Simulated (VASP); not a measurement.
# LiSi2Ni6 (P-3m1) in VASP: further runs

The runs below take LiSi2Ni6 through single point, with PBE.

Everything below comes from runs of VASP 6.6.1. Logs are shortened: lines on timing, memory, paths and dates and some standing lists are left out, and cuts for length are marked.

## Step 1: The cell of the first run

It takes space group P-3m1 (No. 164, trigonal). The conventional cell has a = 3.863 Å, b = 3.863 Å, c = 7.627 Å, α = 90.00°, β = 90.00°, γ = 120.00°. Within 3.1 Å of Li (site symmetry -3m) lie 12 Ni at 2.35 to 2.87 Å and 2 Si at 2.45 Å. Within 3.1 Å of Si (site symmetry 3m) lie 12 Ni at 2.32 to 2.97 Å and 1 Li at 2.45 Å and 1 Si at 2.72 Å. Within 3.1 Å of Ni (site symmetry 3m) lie 3 Li at 2.35 Å and 8 Ni at 2.47 to 2.68 Å and 3 Si at 2.81 Å. Within 3.1 Å of Ni (site symmetry 3m) lie 6 Si at 2.36 to 2.97 Å and 8 Ni at 2.47 to 2.64 Å. Within 3.1 Å of Ni (site symmetry 3m) lie 3 Si at 2.32 Å and 8 Ni at 2.47 to 2.64 Å and 3 Li at 2.87 Å.

## Step 2: Single point, PBE, collinear spin, ferromagnetic start

Input file INCAR:

```
SYSTEM = LiSi2Ni6
PREC = Accurate
ENCUT = 520
EDIFF = 1E-7
ISMEAR = 0
SIGMA = 0.1
LREAL = .FALSE.
LASPH = .TRUE.
NELM = 150
ALGO = Normal
ISIF = 2
LWAVE = .FALSE.
LCHARG = .TRUE.
ISPIN = 2
MAGMOM = 0 0 0 2 2 2 2 2 2
LORBIT = 11
LMAXMIX = 4
GGA = PE
LELF = .TRUE.
LVHAR = .TRUE.
NBANDS = 50
```

Input file KPOINTS:

```
Automatic mesh
0
G
  6 6 2
  0 0 0
```

Input file POSCAR:

```
LiSi2Ni6
1.0
    3.8629494641      0.0000000000      0.0000000000
   -1.9314747321      3.3454123695      0.0000000000
    0.0000000000      0.0000000000      7.6268173317
Li Si Ni
1 2 6
Direct
    0.0000000000      0.0000000000      0.0000000000
    0.0000000000      0.0000000000      0.3216848847
    0.0000000000      0.0000000000      0.6783151153
    0.3333333333      0.6666666667      0.0977483559
    0.3333333333      0.6666666667      0.4221414010
    0.3333333333      0.6666666667      0.7637207204
    0.6666666667      0.3333333333      0.2362792796
    0.6666666667      0.3333333333      0.5778585990
    0.6666666667      0.3333333333      0.9022516441
```

Potentials or basis: VASP PAW PBE potentials, release 64 (Li_sv, Si, Ni).

Launch:

```sh
> cat potpaw_PBE.64/Li_sv/POTCAR potpaw_PBE.64/Si/POTCAR potpaw_PBE.64/Ni/POTCAR > POTCAR
> mpirun -np 1 vasp_std > vasp.out
```

OUTCAR:

```text
SYSTEM = LiSi2Ni6
   PREC = Accurate
   ENCUT = 520
   EDIFF = 1E-7
   ISMEAR = 0
   LREAL = .FALSE.
   LASPH = .TRUE.
   NELM = 150
   ISIF = 2
   ISPIN = 2
   LORBIT = 11
   GGA = PE

 ion  position               nearest neighbor table
   1  0.000  0.000  0.000-   4 2.35   9 2.35   9 2.35   4 2.35   9 2.35   4 2.35   2 2.45   3 2.45

   2  0.000  0.000  0.322-   7 2.32   7 2.32   7 2.32   5 2.36   5 2.36   5 2.36   1 2.45   3 2.72
                             4 2.81   4 2.81   4 2.81   8 2.97   8 2.97   8 2.97
   3  0.000  0.000  0.678-   6 2.32   6 2.32   6 2.32   8 2.36   8 2.36   8 2.36   1 2.45   2 2.72
                             9 2.81   9 2.81   9 2.81   5 2.97   5 2.97   5 2.97
   4  0.333  0.667  0.098-   1 2.35   1 2.35   1 2.35   7 2.47   7 2.47   7 2.47   5 2.47   6 2.55
                             9 2.68   9 2.68   9 2.68   2 2.81   2 2.81   2 2.81
   5  0.333  0.667  0.422-   2 2.36   2 2.36   2 2.36   4 2.47   8 2.53   8 2.53   8 2.53   6 2.61
                             7 2.64   7 2.64   7 2.64   3 2.97   3 2.97   3 2.97
   6  0.333  0.667  0.764-   3 2.32   3 2.32   3 2.32   9 2.47   9 2.47   9 2.47   4 2.55   5 2.61
                             8 2.64   8 2.64   8 2.64
   7  0.667  0.333  0.236-   2 2.32   2 2.32   2 2.32   4 2.47   4 2.47   4 2.47   9 2.55   8 2.61
                             5 2.64   5 2.64   5 2.64
   8  0.667  0.333  0.578-   3 2.36   3 2.36   3 2.36   9 2.47   5 2.53   5 2.53   5 2.53   7 2.61
                             6 2.64   6 2.64   6 2.64   2 2.97   2 2.97   2 2.97
   9  0.667  0.333  0.902-   1 2.35   1 2.35   1 2.35   6 2.47   6 2.47   6 2.47   8 2.47   7 2.55
                             4 2.68   4 2.68   4 2.68   3 2.81   3 2.81   3 2.81

  LATTYP: Found a hexagonal cell.
 ALAT       =     3.8629494641
 C/A-ratio  =     1.9743507914

  Lattice vectors:

 A1 = (   3.8629494641,   0.0000000000,   0.0000000000)
 A2 = (  -1.9314747321,   3.3454123695,   0.0000000000)
 A3 = (   0.0000000000,   0.0000000000,   7.6268173317)

Analysis of symmetry for initial positions (statically):
=====================================================================
 Subroutine PRICEL returns:
 Original cell was already a primitive cell.

 Routine SETGRP: Setting up the symmetry group for a
 hexagonal supercell.

 Subroutine GETGRP returns: Found 12 space group operations
 (whereof 12 operations were pure point group operations)
 out of a pool of 24 trial point group operations.

The static configuration has the point symmetry D_3d.

Analysis of symmetry for dynamics (positions and initial velocities):
=====================================================================
 Subroutine PRICEL returns:
 Original cell was already a primitive cell.

 Routine SETGRP: Setting up the symmetry group for a
 hexagonal supercell.

[... 175 lines left out ...]
 cond. band min:       9.5483253394   @ k =   0.3333  -0.0000   0.0000
 fundamental gap:      0.0271657744
 Fermi energy:         9.5273346931

 spin component 1

 k-point     1 :       0.0000    0.0000    0.0000
  band No.  band energies     occupation
      1     -35.3503      1.00000
      2      -2.1343      1.00000
      3      -0.2236      1.00000
      4       2.7145      1.00000
      5       5.1526      1.00000
      6       5.1526      1.00000
[... 689 lines left out ...]
     46      17.5825      0.00000
     47      17.5825      0.00000
 Fermi energy:         9.5273346931

 spin component 2

 k-point     1 :       0.0000    0.0000    0.0000
  band No.  band energies     occupation
      1     -35.3503      1.00000
      2      -2.1343      1.00000
      3      -0.2236      1.00000
      4       2.7145      1.00000
      5       5.1526      1.00000
      6       5.1526      1.00000
[... 689 lines left out ...]
     46      17.5824      0.00000
     47      17.5824      0.00000
 [bands above 47 left out]

------------------------ aborting loop because EDIFF is reached ----------------------------------------

  FORCE on cell =-STRESS in cart. coord.  units (eV):
  Direction    XX          YY          ZZ          XY          YZ          ZX
  --------------------------------------------------------------------------------------
  -------------------------------------------------------------------------------------
  Total        0.2115126      0.2115126     -0.6442334     -0.0000000      0.0000000      0.0000000
  in kB        3.4382295      3.4382295    -10.4722934     -0.0000000      0.0000000      0.0000000
  external PRESSURE =      -1.1986115 kB  Pullay stress =       0.0000000 kB

 VOLUME and BASIS-vectors are now :
 -----------------------------------------------------------------------------
  energy-cutoff  :      520.00
  volume of cell :       98.56
      direct lattice vectors                 reciprocal lattice vectors
     3.862949464  0.000000000  0.000000000     0.258869553  0.149458406  0.000000000
    -1.931474732  3.345412369  0.000000000     0.000000000  0.298916812  0.000000000
     0.000000000  0.000000000  7.626817332     0.000000000  0.000000000  0.131116291

 POSITION                                       TOTAL-FORCE (eV/Angst)
 -----------------------------------------------------------------------------------
      0.00000      0.00000      0.00000        -0.000000      0.000000      0.000000
      0.00000      0.00000      2.45343        -0.000000      0.000000     -0.005992
      0.00000      0.00000      5.17339         0.000000     -0.000000      0.005992
     -0.00000      2.23027      0.74551        -0.000000     -0.000000      0.053428
     -0.00000      2.23027      3.21960        -0.000000     -0.000000      0.031061
     -0.00000      2.23027      5.82476        -0.000000      0.000000     -0.031787
      1.93147      1.11514      1.80206         0.000000     -0.000000      0.031787
      1.93147      1.11514      4.40722         0.000000      0.000000     -0.031061
      1.93147      1.11514      6.88131         0.000000      0.000000     -0.053428
 -----------------------------------------------------------------------------------
    total drift:                               -0.000000      0.000000      0.000000

  FREE ENERGIE OF THE ION-ELECTRON SYSTEM (eV)
  ---------------------------------------------------
  free  energy   TOTEN  =       -48.2421092019 eV

  energy  without entropy=      -48.2033325616  energy(sigma->0) =      -48.22272088

 total charge

# of ion       s       p       d       tot
------------------------------------------
    1        2.053   0.118   0.000   2.171
    2        0.742   0.852   0.000   1.593
    3        0.742   0.852   0.000   1.593
    4        0.462   0.420   8.392   9.274
    5        0.457   0.530   8.441   9.429
    6        0.486   0.569   8.419   9.473
    7        0.486   0.569   8.419   9.473
    8        0.457   0.530   8.441   9.429
    9        0.462   0.420   8.392   9.274
--------------------------------------------------
tot          6.347   4.859  50.503  61.709

 magnetization (x)

# of ion       s       p       d       tot
------------------------------------------
    1        0.000  -0.000   0.000  -0.000
    2       -0.000   0.000   0.000  -0.000
    3       -0.000   0.000   0.000  -0.000
    4       -0.000  -0.000  -0.000  -0.000
    5       -0.000  -0.000  -0.000  -0.000
    6        0.000   0.000  -0.000  -0.000
    7        0.000   0.000  -0.000  -0.000
    8       -0.000  -0.000  -0.000  -0.000
    9       -0.000  -0.000  -0.000  -0.000
--------------------------------------------------
tot         -0.000  -0.000  -0.000  -0.000
```

Wall time 3 min (1 thread of Intel Xeon Platinum 8488C (Sapphire Rapids), shared host); peak memory 0.31 GiB.

What came out:

- Free energy: -48.2421 eV
- Largest force: 0.053 eV/Å
- Net moment: 0.00 μB per cell
- Valence electrons inside the program's atomic spheres: Li 2.17; Si 1.59; Ni 9.27, 9.43, 9.47 (each value once)

Forces on the atoms (eV/Å):
```
Li   0.000  0.000  0.000
Si   0.000  0.000 -0.006
Si   0.000  0.000  0.006
Ni   0.000  0.000  0.053
Ni   0.000  0.000  0.031
Ni   0.000  0.000 -0.032
Ni   0.000  0.000  0.032
Ni   0.000  0.000 -0.031
Ni   0.000  0.000 -0.053
```

Caveat: the k points lie up to 0.41 Å⁻¹ apart; the cutoff is under 1.25 times the usual one of these potentials, so pressure, stress and relaxed cells hold a basis-set (Pulay) error; the moments typed at the start vanished in this run.

## Step 3: Single point, PBE

Input file INCAR:

```
SYSTEM = LiSi2Ni6
ALGO = Normal ; EDIFF = 1E-6
ENCUT = 520 ; GGA = PE
ISIF = 2 ; ISMEAR = 0
LASPH = .TRUE. ; LCHARG = .FALSE.
LREAL = .FALSE. ; LWAVE = .FALSE.
NBANDS = 46 ; NELM = 100
PREC = Accurate ; SIGMA = 0.1
```

Input file KPOINTS:

```
k-points
0
G
  6 6 2
  0 0 0
```

POSCAR is that of step 2.

Potentials or basis: VASP PAW PBE potentials, release 64 (Li_sv, Si, Ni).

Launch:

```sh
> cat potpaw_PBE.64/Li_sv/POTCAR potpaw_PBE.64/Si/POTCAR potpaw_PBE.64/Ni/POTCAR > POTCAR
> mpirun -np 1 vasp_std > vasp.out
```

OUTCAR:

```text
SYSTEM = LiSi2Ni6
   EDIFF = 1E-6
   ENCUT = 520
   GGA = PE
   ISIF = 2
   ISMEAR = 0
   LASPH = .TRUE.
   LREAL = .FALSE.
   NELM = 100
   PREC = Accurate

 ion  position               nearest neighbor table
   1  0.000  0.000  0.000-   4 2.35   9 2.35   9 2.35   4 2.35   9 2.35   4 2.35   2 2.45   3 2.45

   2  0.000  0.000  0.322-   7 2.32   7 2.32   7 2.32   5 2.36   5 2.36   5 2.36   1 2.45   3 2.72
                             4 2.81   4 2.81   4 2.81   8 2.97   8 2.97   8 2.97
   3  0.000  0.000  0.678-   6 2.32   6 2.32   6 2.32   8 2.36   8 2.36   8 2.36   1 2.45   2 2.72
                             9 2.81   9 2.81   9 2.81   5 2.97   5 2.97   5 2.97
   4  0.333  0.667  0.098-   1 2.35   1 2.35   1 2.35   7 2.47   7 2.47   7 2.47   5 2.47   6 2.55
                             9 2.68   9 2.68   9 2.68   2 2.81   2 2.81   2 2.81
   5  0.333  0.667  0.422-   2 2.36   2 2.36   2 2.36   4 2.47   8 2.53   8 2.53   8 2.53   6 2.61
                             7 2.64   7 2.64   7 2.64   3 2.97   3 2.97   3 2.97
   6  0.333  0.667  0.764-   3 2.32   3 2.32   3 2.32   9 2.47   9 2.47   9 2.47   4 2.55   5 2.61
                             8 2.64   8 2.64   8 2.64
   7  0.667  0.333  0.236-   2 2.32   2 2.32   2 2.32   4 2.47   4 2.47   4 2.47   9 2.55   8 2.61
                             5 2.64   5 2.64   5 2.64
   8  0.667  0.333  0.578-   3 2.36   3 2.36   3 2.36   9 2.47   5 2.53   5 2.53   5 2.53   7 2.61
                             6 2.64   6 2.64   6 2.64   2 2.97   2 2.97   2 2.97
   9  0.667  0.333  0.902-   1 2.35   1 2.35   1 2.35   6 2.47   6 2.47   6 2.47   8 2.47   7 2.55
                             4 2.68   4 2.68   4 2.68   3 2.81   3 2.81   3 2.81

  LATTYP: Found a hexagonal cell.
 ALAT       =     3.8629494641
 C/A-ratio  =     1.9743507914

  Lattice vectors:

 A1 = (   3.8629494641,   0.0000000000,   0.0000000000)
 A2 = (  -1.9314747321,   3.3454123695,   0.0000000000)
 A3 = (   0.0000000000,   0.0000000000,   7.6268173317)

Analysis of symmetry for initial positions (statically):
=====================================================================
 Subroutine PRICEL returns:
 Original cell was already a primitive cell.

 Routine SETGRP: Setting up the symmetry group for a
 hexagonal supercell.

 Subroutine GETGRP returns: Found 12 space group operations
 (whereof 12 operations were pure point group operations)
 out of a pool of 24 trial point group operations.

[... 151 lines left out ...]
  volume of cell :       98.56
 maximum number of plane-waves:      2694
 NGX is ok and might be reduce to    30
   NGX = 15   NGY = 15   NGZ = 29

 number of electron      70.9999964 magnetization

 Free energy of the ion-electron system (eV)
  ---------------------------------------------------
  ext. energy  EPLUGINS =         0.00000000
  ---------------------------------------------------
  free energy    TOTEN  =       -48.24211271 eV

  energy without entropy =      -48.20332924  energy(sigma->0) =      -48.22272097

 E-fermi :   9.5272     XC(G=0): -12.5517

 val. band max:        9.5209731233   @ k =   0.1667   0.1667   0.0000
 cond. band min:       9.5482880221   @ k =   0.3333  -0.0000   0.0000
 fundamental gap:      0.0273148989
 Fermi energy:         9.5271853157

 k-point     1 :       0.0000    0.0000    0.0000
  band No.  band energies     occupation
      1     -35.3500      2.00000
      2      -2.1343      2.00000
      3      -0.2235      2.00000
      4       2.7145      2.00000
      5       5.1521      2.00000
      6       5.1521      2.00000
[... 675 lines left out ...]
     45      17.4688      0.00000
     46      17.5821      0.00000

------------------------ aborting loop because EDIFF is reached ----------------------------------------

  FORCE on cell =-STRESS in cart. coord.  units (eV):
  Direction    XX          YY          ZZ          XY          YZ          ZX
  --------------------------------------------------------------------------------------
  -------------------------------------------------------------------------------------
  Total        0.3364946      0.3364946     -0.5047636     -0.0000000      0.0000000     -0.0000000
  in kB        5.4698663      5.4698663     -8.2051507     -0.0000000      0.0000000     -0.0000000
  external PRESSURE =       0.9115273 kB  Pullay stress =       0.0000000 kB

 VOLUME and BASIS-vectors are now :
 -----------------------------------------------------------------------------
  energy-cutoff  :      520.00
  volume of cell :       98.56
      direct lattice vectors                 reciprocal lattice vectors
     3.862949464  0.000000000  0.000000000     0.258869553  0.149458406  0.000000000
    -1.931474732  3.345412369  0.000000000     0.000000000  0.298916812  0.000000000
     0.000000000  0.000000000  7.626817332     0.000000000  0.000000000  0.131116291

 POSITION                                       TOTAL-FORCE (eV/Angst)
 -----------------------------------------------------------------------------------
      0.00000      0.00000      0.00000         0.000000      0.000000      0.000000
      0.00000      0.00000      2.45343         0.000000      0.000000     -0.005708
      0.00000      0.00000      5.17339        -0.000000     -0.000000      0.005708
     -0.00000      2.23027      0.74551         0.000000      0.000000      0.054070
     -0.00000      2.23027      3.21960        -0.000000     -0.000000      0.032325
     -0.00000      2.23027      5.82476         0.000000      0.000000     -0.032808
      1.93147      1.11514      1.80206         0.000000     -0.000000      0.032808
      1.93147      1.11514      4.40722        -0.000000      0.000000     -0.032325
      1.93147      1.11514      6.88131        -0.000000     -0.000000     -0.054070
 -----------------------------------------------------------------------------------
    total drift:                               -0.000000      0.000000      0.000000

  FREE ENERGIE OF THE ION-ELECTRON SYSTEM (eV)
  ---------------------------------------------------
  free  energy   TOTEN  =       -48.2421127065 eV

  energy  without entropy=      -48.2033292415  energy(sigma->0) =      -48.22272097
```

OSZICAR:

```text
N       E                     dE             d eps       ncg     rms          rms(c)
DAV:   1     0.510003712025E+03    0.51000E+03   -0.30166E+04  1288   0.199E+03
DAV:   2    -0.101432421369E+02   -0.52015E+03   -0.50103E+03  1288   0.408E+02
DAV:   3    -0.548110071250E+02   -0.44668E+02   -0.42221E+02  1362   0.146E+02
[... 12 lines left out ...]
DAV:  16    -0.482421385923E+02   -0.13524E-03   -0.19548E-03  1452   0.330E-01    0.889E-02
DAV:  17    -0.482421386349E+02   -0.42636E-07   -0.87005E-05  1798   0.574E-02    0.781E-02
DAV:  18    -0.482421125406E+02    0.26094E-04   -0.65779E-05  1758   0.123E-01    0.330E-02
DAV:  19    -0.482421123491E+02    0.19149E-06   -0.14281E-05  1614   0.616E-02    0.229E-02
DAV:  20    -0.482421127065E+02   -0.35746E-06   -0.33212E-06   964   0.263E-02
   1 F= -.48242113E+02 E0= -.48222721E+02  d E =-.387835E-01
```

stdout:

```text
POSCAR found type information on POSCAR LiSiNi
 POSCAR found :  3 types and       9 ions
 scaLAPACK will be used
 LDA part: xc-table for (Slater+PW92), standard interpolation
 POSCAR, INCAR and KPOINTS ok, starting setup
 FFT: planning ... GRIDC
 FFT: planning ... GRID_SOFT
 FFT: planning ... GRID
 WAVECAR not read
 entering main loop
```

It took 2.5 min on 1 thread of Oxide Virtual Turin-like, shared host; peak memory 0.2 GiB.

Results:

* Free energy: -48.2421 eV
* Largest force: 0.054 eV/Å
* Band gap on the k mesh: zero (an odd number of electrons rules out a gap without spin polarisation)

Forces on the atoms (eV/Å):
```
Li   0.000  0.000  0.000
Si   0.000  0.000 -0.006
Si   0.000  0.000  0.006
Ni   0.000  0.000  0.054
Ni   0.000  0.000  0.032
Ni   0.000  0.000 -0.033
Ni   0.000  0.000  0.033
Ni   0.000  0.000 -0.032
Ni   0.000  0.000 -0.054
```

Levels at points of the mesh, in eV from the Fermi level:
| k point | band 34 | band 35 | band 36 | band 37 | band 38 | band 39 |
| --- | --- | --- | --- | --- | --- | --- |
| (0.00, 0.00, 0.00) | -0.44 | 1.48 | 1.78 | 3.05 | 3.39 | 3.39 |
| (0.50, 0.00, 0.00) | -0.66 | -0.51 | -0.49 | -0.37 | -0.11 | 2.26 |
| (0.00, 0.00, 0.50) | 0.21 | 0.37 | 2.98 | 3.39 | 3.39 | 3.73 |
| (0.50, 0.00, 0.50) | -0.67 | -0.43 | -0.37 | 0.55 | 0.60 | 0.89 |

Caveat: the k points lie up to 0.41 Å⁻¹ apart, too coarse for converged energies and pressures of a metal; the cutoff is under 1.25 times the usual one of these potentials, so pressure, stress and relaxed cells hold a basis-set (Pulay) error. Spin polarisation is off, so any magnetic state and its effect on volume and gap are missing.

The gap in the log of VASP goes by the Fermi energy; the results here count the filled bands.